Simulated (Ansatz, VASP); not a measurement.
## Two plane-wave programs on MoSe

```
Mo Se
1.0
     0.00000    2.82522    2.82522
     2.82522    0.00000    2.82522
     2.82522    2.82522    0.00000
Mo Se
1 1
Direct
  0.00000 0.00000 0.00000
  0.50000 0.50000 0.50000
```

Alike in both runs: task single point; functional PBE; k mesh 12 × 12 × 12; occupations gaussian, width 0.1 eV; no spin polarisation; Hubbard terms Mo d U = 4.38 eV.

```csv
,VASP,Ansatz
version,VASP 6.6.1,Ansatz 0.2.0
potentials or method,"VASP PAW PBE potentials, release 64 (Mo_sv, Se), cutoff 500 eV","scalar-relativistic, plane waves, PAW"
valence electrons in the cell,20,30
```

VASP gave:

```
gap on the k mesh at the Fermi level (eV) : none
pressure (GPa)                            : -12.9
```

Task: Which values does Ansatz return?

Result: gap on the k mesh at the Fermi level (eV): none; pressure (GPa): -13.4.

The programs project onto different local orbitals, so the same U acts differently, and such runs can settle in different states. A gap of «none» marks a metal or a gap that the smearing closes. VASP's potentials hold 20 valence electrons a cell and Ansatz's 30, so a difference there can come from the potentials and not from the codes. Ansatz's warnings: filled band counts differ across k points.
